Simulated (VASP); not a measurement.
A run of VASP 6.6.1 is set up as follows.

INCAR

```
PREC = Accurate
ENCUT = 520
EDIFF = 1E-6
ISMEAR = 0
SIGMA = 0.15
LREAL = F
LASPH = T
NELM = 60
ALGO = Fast
ISIF = 2
LWAVE = F
LCHARG = F
GGA = PS
NBANDS = 13
```

File KPOINTS:

```
regular mesh
0
Gamma
  18 18 18
```

The input POSCAR:

```
Mo
1.0
    2.7355103972      0.0000000000      0.0000000000
   -1.3677551986      2.3690214963      0.0000000000
    0.0000000000      0.0000000000      2.4785252790
Mo
1
Direct
    0.0000000000      0.0000000000      0.5000000000
```

Potentials or basis: VASP PAW PBE potentials, release 64 (Mo_sv).

The run is started by

```console
$ cat potpaw_PBE.64/Mo_sv/POTCAR > POTCAR
$ mpirun -np 1 vasp_std > vasp.out
```

Task: What does it give for the pressure?

Result: 3.7 GPa.

Task: Predict the band gap on the k mesh.

Result: Zero (band 7 reaches 12.86 eV, above the bottom of band 8 at 10.88 eV).

Stress tensor (GPa, compression positive):
```
2.92 0.00 0.00
0.00 2.92 0.00
0.00 0.00 5.23
```

Caveat: the cell differs from its parent crystal (strain +0.000 along x and y, -0.030 along z); the PAW data sets were made with another functional, which shifts forces and pressure a little.
